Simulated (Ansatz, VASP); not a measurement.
Two plane-wave programs on Ga2O3

Contents of INCAR:

```
SYSTEM = Ga2O3
ALGO = Normal ; EDIFF = 1E-6
ENCUT = 520 ; GGA = PE
ISIF = 2 ; ISMEAR = 0
LASPH = .TRUE. ; LCHARG = .FALSE.
LREAL = .FALSE. ; LWAVE = .FALSE.
NBANDS = 55 ; NELM = 80
PREC = Accurate ; SIGMA = 0.05
```

The input KPOINTS:

```
k-points
0
G
  6 6 6
  0 0 0
```

POSCAR

```
Ga2O3
1.0
    2.5287245564      1.4599598033      4.5410352127
   -2.5287245564      1.4599598033      4.5410352127
    0.0000000000     -2.9199196066      4.5410352127
Ga O
4 6
Direct
    0.3889493163      0.3470048439      0.3316521015
    0.1441312461      0.1441312461      0.1441312461
    0.6441312461      0.6441312461      0.6441312461
    0.8558687539      0.8558687539      0.8558687539
    0.5531733332      0.9468266668      0.2500000000
    0.2500000000      0.5531733332      0.9468266668
    0.9468266668      0.2500000000      0.5531733332
    0.4468266668      0.0531733332      0.7500000000
    0.7500000000      0.4468266668      0.0531733332
    0.0531733332      0.7500000000      0.4468266668
```

Input for Ansatz:

```yaml
crystal:
  lattice:
    - [2.5287245564, 1.4599598033, 4.5410352127]
    - [-2.5287245564, 1.4599598033, 4.5410352127]
    - [0.0, -2.9199196066, 4.5410352127]
  atoms:
    - { symbol: Ga, position: [0.3889493163, 0.3470048439, 0.3316521015] }
    - { symbol: Ga, position: [0.1441312461, 0.1441312461, 0.1441312461] }
    - { symbol: Ga, position: [0.6441312461, 0.6441312461, 0.6441312461] }
    - { symbol: Ga, position: [0.8558687539, 0.8558687539, 0.8558687539] }
    - { symbol: O, position: [0.5531733332, 0.9468266668, 0.25] }
    - { symbol: O, position: [0.25, 0.5531733332, 0.9468266668] }
    - { symbol: O, position: [0.9468266668, 0.25, 0.5531733332] }
    - { symbol: O, position: [0.4468266668, 0.0531733332, 0.75] }
    - { symbol: O, position: [0.75, 0.4468266668, 0.0531733332] }
    - { symbol: O, position: [0.0531733332, 0.75, 0.4468266668] }
basis:
  ecutwfc: 420
kpoints:
  mp_grid: { grid: [6, 6, 6] }
hamiltonian:
  xc: pbe
scf:
  occupations: { method: gaussian, width: 0.05 }
output:
  forces: true
  stress: true
  eigenvalues: true
  write_density: true
  write_potential: true
  elf: true
  volumetric_format: npy
```

Alike in both runs: task single point; functional PBE; k mesh 6 × 6 × 6; occupations gaussian, width 0.05 eV; no spin polarisation.

|  | VASP | Ansatz |
| --- | --- | --- |
| version | VASP 6.6.1 | Ansatz 0.2.0 |
| potentials or method | VASP PAW PBE potentials, release 64 (Ga_d, O), cutoff 520 eV | scalar-relativistic, plane waves, PAW |
| valence electrons in the cell | 88 | 88 |

Ansatz gave:

```
gap on the k mesh at the Fermi level (eV)                     : 2.33
least direct gap on the mesh (eV)                             : 2.50
pressure (GPa)                                                : 0.9
traceless stress, the component that is largest in VASP (GPa) : 1.74
rms of the force components (eV/Å)                            : 0.520
```

Task: Estimate VASP's values.

Result: gap on the k mesh at the Fermi level (eV): 2.32; least direct gap on the mesh (eV): 2.49; pressure (GPa): 1.7; traceless stress, the component that is largest in VASP (GPa): 1.78; rms of the force components (eV/Å): 0.521.

Atom by atom the forces differ by 0.007 eV/Å (rms over components).
